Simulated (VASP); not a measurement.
Co:

```xyz
2
Lattice="2.4707 0.0000 0.0000 -1.2353 2.1397 0.0000 0.0000 0.0000 4.0360" Properties=species:S:1:pos:R:3 pbc="T T T"
Co    0.0000    1.4264    2.9872
Co    1.2353    0.7132    1.0488
```

Base run:

* Program: VASP 6.6.1
* Functional: LDA
* Potentials or basis: VASP PAW LDA potentials, release 64 (Co_sv)
* Cutoff: 600 eV
* k mesh: 12 × 12 × 7
* Occupations: fermi-dirac, width 0.05 eV
* Spin: collinear spin, ferromagnetic start
* Starting moments: [2.0, 2.0] μB

Its results: pressure -17.9 GPa; net moment 3.05 μB per cell; site moments Co +1.56 μB; largest force 0.493 eV/Å.

Task: The run is repeated on the same cell with these changes: functional from LDA to PBEsol; potentials or basis from VASP PAW LDA potentials, release 64 (Co_sv) to VASP PAW PBE potentials, release 64 (Co_sv). What comes out?

Result: Pressure -9.1 GPa; net moment 3.22 μB per cell; site moments Co +1.67 μB; largest force 0.511 eV/Å.

Caveats: the cell stands under tension; the PAW data sets were made with another functional, which shifts forces and pressure a little (at least some runs).
